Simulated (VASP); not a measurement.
ZnSnN2:

```
Zn Sn N
1.0
     1.55201    0.89606    5.04682
    -1.55201    0.89606    5.04682
     0.00000   -1.79211    5.04682
Zn Sn N
1 1 2
Direct
  0.00000 0.00000 0.00000
  0.50000 0.50000 0.50000
  0.24758 0.24758 0.24758
  0.75242 0.75242 0.75242
```

This cell differs from its parent crystal: strain -2.0%.

Base run:

| Property | Result |
| --- | --- |
| Program | VASP 6.6.1 |
| Functional | r2SCAN |
| Potentials or basis | VASP PAW PBE potentials, release 64 (Zn, Sn_d, N) |
| Cutoff | 520 eV |
| k mesh | 10 × 10 × 10 |
| Occupations | gaussian, width 0.01 eV |
| Spin | no spin polarisation |

Its results: band gap on the k mesh 1.55 eV, indirect (least direct gap 1.56 eV); pressure 14.5 GPa; largest force 0.017 eV/Å.

Task: The run is repeated on the same cell with these changes: functional from r2SCAN to PBE; occupations from gaussian, width 0.01 eV to fermi-dirac, width 0.02 eV. What comes out?

Result: Band gap on the k mesh 1.02 eV, indirect (least direct gap 1.04 eV); pressure 20.5 GPa; largest force 0.205 eV/Å.

Caveats: spin-orbit coupling is left out, which moves the levels of the heavy elements; the PAW data sets were made with another functional, which shifts forces and pressure a little (some runs).

A k mesh can miss the band edges.
